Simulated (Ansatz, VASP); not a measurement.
**MoSe: VASP beside Ansatz**

```
Mo Se
1.0
     3.13483    0.00000    0.00000
     0.00000    3.13483    0.00000
     0.00000    0.00000    3.13483
Mo Se
1 1
Direct
  0.00000 0.00000 0.00000
  0.50000 0.50000 0.50000
```

Alike in both runs: task relaxation of cell and atoms; functional PBEsol; k mesh 14 × 14 × 14; occupations gaussian, width 0.1 eV; no spin polarisation.

```csv
,VASP,Ansatz
version,VASP 6.6.1,Ansatz 0.2.0
potentials or method,"VASP PAW PBE potentials, release 64 (Mo_sv, Se), cutoff 600 eV","scalar-relativistic, plane waves, PAW"
valence electrons in the cell,20,30
```

|  | VASP | Ansatz | Ansatz less VASP |
| --- | --- | --- | --- |
| gap on the k mesh at the Fermi level, each at its own relaxed structure (eV) | none | none | - |
| relaxed volume (Å³/atom) | 15.04 | 15.00 | -0.036 |
| relaxed cell length with the largest relative difference (Å) | 3.110 | 3.107 | -0.0025 |

VASP's potentials were made for PBE, not for PBEsol. A gap of «none» marks a metal or a gap that the smearing closes. VASP's potentials hold 20 valence electrons a cell and Ansatz's 30, so a difference there can come from the potentials and not from the codes.
